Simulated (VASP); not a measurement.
# TiAl3 (Pm-3m) in VASP: single point with PBE

Aim: the single point of TiAl3 with PBE.

All numbers are computed with VASP 6.6.1; they aren't measurements. Logs are shortened: lines on timing, memory, paths and dates and some standing lists are left out, and cuts for length are marked.

### 1 The cell of the first run

It takes space group Pm-3m (No. 221, cubic). The conventional cell has a = 3.956 Å, b = 3.956 Å, c = 3.956 Å, α = 90.00°, β = 90.00°, γ = 90.00°. Within 3.7 Å of Ti (site symmetry m-3m) lie 12 Al at 2.80 Å. Within 3.7 Å of Al (site symmetry 4/mmm) lie 4 Ti at 2.80 Å and 8 Al at 2.80 Å.

### 2 Single point, PBE

File INCAR:

```
  PREC = Accurate
  ENCUT = 520
  EDIFF = 1E-6
  ISMEAR = 0
  SIGMA = 0.05
  LREAL = False
  LASPH = True
  NELM = 60
  ALGO = Normal
  ISIF = 2
  LWAVE = False
  LCHARG = False
  GGA = PE
  NBANDS = 18
```

File KPOINTS:

```
Automatic mesh
0
Gamma
  10 10 10
```

File POSCAR:

```
TiAl3
1.0
    3.9556712500      0.0000000000      0.0000000000
    0.0000000000      3.9556712500      0.0000000000
    0.0000000000      0.0000000000      3.9556712500
Ti Al
1 3
Direct
    0.0000000000      0.0000000000      0.0000000000
    0.5000000000      0.5000000000      0.0000000000
    0.5000000000      0.0000000000      0.5000000000
    0.0000000000      0.5000000000      0.5000000000
```

Potentials or basis: VASP PAW PBE potentials, release 64 (Ti_sv, Al).

Started as:

```bash
cat potpaw_PBE.64/Ti_sv/POTCAR potpaw_PBE.64/Al/POTCAR > POTCAR
mpirun -np 1 vasp_std > vasp.out
```

OUTCAR:

```text
PREC = Accurate
   ENCUT = 520
   EDIFF = 1E-6
   ISMEAR = 0
   LREAL = False
   LASPH = True
   NELM = 60
   ISIF = 2
   GGA = PE

 ion  position               nearest neighbor table
   1  0.000  0.000  0.000-   2 2.80   3 2.80   4 2.80   3 2.80   4 2.80   2 2.80   4 2.80   4 2.80
                             2 2.80   3 2.80   3 2.80   2 2.80
   2  0.500  0.500  0.000-   1 2.80   3 2.80   4 2.80   3 2.80   4 2.80   1 2.80   3 2.80   3 2.80
                             1 2.80   4 2.80   4 2.80   1 2.80
   3  0.500  0.000  0.500-   1 2.80   2 2.80   4 2.80   1 2.80   2 2.80   2 2.80   4 2.80   2 2.80
                             1 2.80   4 2.80   1 2.80   4 2.80
   4  0.000  0.500  0.500-   1 2.80   2 2.80   3 2.80   1 2.80   2 2.80   1 2.80   3 2.80   1 2.80
                             2 2.80   3 2.80   2 2.80   3 2.80

  LATTYP: Found a simple cubic cell.
 ALAT       =     3.9556712500

  Lattice vectors:

 A1 = (   3.9556712500,   0.0000000000,   0.0000000000)
 A2 = (   0.0000000000,   3.9556712500,   0.0000000000)
 A3 = (   0.0000000000,   0.0000000000,   3.9556712500)

Analysis of symmetry for initial positions (statically):
=====================================================================
 Subroutine PRICEL returns:
 Original cell was already a primitive cell.

 Routine SETGRP: Setting up the symmetry group for a
 simple cubic supercell.

 Subroutine GETGRP returns: Found 48 space group operations
 (whereof 48 operations were pure point group operations)
 out of a pool of 48 trial point group operations.

The static configuration has the point symmetry O_h .

Analysis of symmetry for dynamics (positions and initial velocities):
=====================================================================
 Subroutine PRICEL returns:
 Original cell was already a primitive cell.

 Routine SETGRP: Setting up the symmetry group for a
 simple cubic supercell.

 Subroutine GETGRP returns: Found 48 space group operations
 (whereof 48 operations were pure point group operations)
 out of a pool of 48 trial point group operations.

The dynamic configuration has the point symmetry O_h .

 Subroutine INISYM returns: Found 48 space group operations
 (whereof 48 operations are pure point group operations),
 and found     1 'primitive' translations

----------------------------------------------------------------------------------------

                                     Primitive cell

  volume of cell :      61.8957

  direct lattice vectors                    reciprocal lattice vectors
[... 89 lines left out ...]
   ENCUT  =  520.0 eV  38.22 Ry    6.18 a.u.   7.35  7.35  7.35*2*pi/ulx,y,z
   NELM   =     60;   NELMIN=  2; NELMDL= -5     # of ELM steps
   EDIFF  = 0.1E-05   stopping-criterion for ELM
   LREAL  =      F    real-space projection
   EDIFFG = 0.1E-04   stopping-criterion for IOM
   NSW    =      0    number of steps for IOM
   IBRION =     -1    ionic relax: 0-MD 1-quasi-New 2-CG
   NFREE  =      0    steps in history (QN), initial steepest desc. (CG)
   ISIF   =      2    stress and relaxation
   ISYM   =      2    0-nonsym 1-usesym 2-fastsym
   POTIM  = 0.5000    time-step for ionic-motion
   TEBEG  =    0.0;   TEEND  =   0.0 temperature during run
   PSTRESS=    0.0 pullay stress
   NELECT =      21.0000    total number of electrons
   NUPDOWN=      -1.0000    fix difference up-down
   EMIN   =  10.00;   EMAX   =-10.00  energy-range for DOS
   EFERMI =   0.00;   METHOD = LEGACY
   ISMEAR =     0;   SIGMA  =   0.05  broadening in eV -4-tet -1-fermi 0-gaus
   EFERMI_NEDOS =   21; number of points for ismear=-14 and -15
   IALGO  =     38    algorithm
   IMIX   =      4    mixing-type and parameters
     AMIX     =   0.40;   BMIX     =  1.00
     AMIX_MAG =   1.60;   BMIX_MAG =  1.00
  volume/ion in A,a.u.               =      15.47       104.42
  Fermi-wavevector in a.u.,A,eV,Ry     =   1.141811  2.157711 17.738371  1.303733
  Thomas-Fermi vector in A             =   2.278511
   LORBIT       =      0    0 simple, 1 ext, 2 COOP (PROOUT), +10 PAW based schemes
   GGA     = PE    functional components
   LHFCALC =     F    Hartree Fock is set to
   AEXX    =    0.0000 exact exchange contribution
   IVDW    =     0    specifies the selected vdW correction
   LEPSILON=     F    determine dielectric tensor
   LRPA    =     F    only Hartree local field effects (RPA)
 non-spin polarized calculation
 Gauss-broadening in eV      SIGMA  =   0.05
  energy-cutoff  :      520.00
  volume of cell :       61.90
 maximum number of plane-waves:      1743
 NGX is ok and might be reduce to    30
   NGX = 15   NGY = 15   NGZ = 15

 number of electron      20.9999997 magnetization

 Free energy of the ion-electron system (eV)
  ---------------------------------------------------
  ext. energy  EPLUGINS =         0.00000000
  ---------------------------------------------------
  free energy    TOTEN  =       -20.54410568 eV

  energy without entropy =      -20.54138284  energy(sigma->0) =      -20.54274426

 E-fermi :   9.1633     XC(G=0): -10.8300

 val. band max:        9.1341181238   @ k =   0.4000   0.4000   0.1000
 cond. band min:       9.1754453113   @ k =   0.1000   0.1000   0.1000
 fundamental gap:      0.0413271876
 Fermi energy:         9.1632974372

 k-point     1 :       0.0000    0.0000    0.0000
  band No.  band energies     occupation
      1     -47.8306      2.00000
      2     -24.1351      2.00000
      3     -24.1351      2.00000
      4     -24.1351      2.00000
      5      -1.7114      2.00000
      6       6.0258      2.00000
[... 481 lines left out ...]
      5      -0.6684      2.00000
      6       3.0343      2.00000
[... 10 lines left out ...]
     17      13.3605      0.00000
     18      14.6796      0.00000

 [... further k-points ...]
[... 5 lines left out ...]
  --------------------------------------------------------------------------------------
  -------------------------------------------------------------------------------------
  Total        0.7074829      0.7074829      0.7074829     -0.0000000      0.0000000     -0.0000000
  in kB       18.3132730     18.3132730     18.3132730     -0.0000000      0.0000000     -0.0000000
  external PRESSURE =      18.3132730 kB  Pullay stress =       0.0000000 kB

 VOLUME and BASIS-vectors are now :
 -----------------------------------------------------------------------------
  energy-cutoff  :      520.00
  volume of cell :       61.90
      direct lattice vectors                 reciprocal lattice vectors
     3.955671250  0.000000000  0.000000000     0.252801595  0.000000000  0.000000000
     0.000000000  3.955671250  0.000000000     0.000000000  0.252801595  0.000000000
     0.000000000  0.000000000  3.955671250     0.000000000  0.000000000  0.252801595

 POSITION                                       TOTAL-FORCE (eV/Angst)
 -----------------------------------------------------------------------------------
      0.00000      0.00000      0.00000         0.000000      0.000000      0.000000
      1.97784      1.97784      0.00000         0.000000      0.000000      0.000000
      1.97784      0.00000      1.97784         0.000000      0.000000      0.000000
      0.00000      1.97784      1.97784         0.000000      0.000000      0.000000
 -----------------------------------------------------------------------------------
    total drift:                               -0.000000     -0.000000      0.000000

  FREE ENERGIE OF THE ION-ELECTRON SYSTEM (eV)
  ---------------------------------------------------
  free  energy   TOTEN  =       -20.5441056769 eV

  energy  without entropy=      -20.5413828382  energy(sigma->0) =      -20.54274426
```

Wall time 23 s (1 thread of AMD EPYC 9R45 (Zen 5), shared host); peak memory 0.17 GiB.

What came out:

```
Free energy : -20.5441 eV
Pressure    : 1.8 GPa
```
